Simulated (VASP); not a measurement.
Here is a VASP 6.6.1 calculation.

INCAR

```
SYSTEM = Sb
PREC = Accurate
ENCUT = 520
EDIFF = 1E-6
ISMEAR = 0
SIGMA = 0.15
LREAL = .False.
LASPH = .True.
NELM = 100
ALGO = Normal
ISIF = 2
LWAVE = .False.
LCHARG = .False.
GGA = PS
NBANDS = 12
```

KPOINTS

```
regular mesh
0
Gamma
  12 12 12
  0 0 0
```

The input POSCAR:

```
Sb
1.0
    2.1183413270      1.2230249354      3.7440000000
   -2.1183413270      1.2230249354      3.7440000000
    0.0000000000     -2.4460498707      3.7440000000
Sb
2
Direct
    0.2336400000      0.2336400000      0.2336400000
    0.7663600000      0.7663600000      0.7663600000
```

Potentials or basis: VASP PAW PBE potentials, release 64 (Sb).

Launch:

```bash
$ cat potpaw_PBE.64/Sb/POTCAR > POTCAR
$ mpirun -np 1 vasp_std > vasp.out
```

**Question.** Predict the pressure.

**Answer.** 2.7 GPa.

**Question.** Estimate the band gap on the k mesh.

**Answer.** Zero (band 5 reaches 7.78 eV, above the bottom of band 6 at 7.39 eV).

Forces on the atoms (eV/Å):
```
Sb   0.000  0.000  0.386
Sb   0.000  0.000 -0.386
```

Caveat: the cell differs from its parent crystal (strain -0.015 along x and y, +0.000 along z); the PAW data sets were made with another functional, which shifts forces and pressure a little; spin-orbit coupling is left out, which moves the levels of the heavy elements.
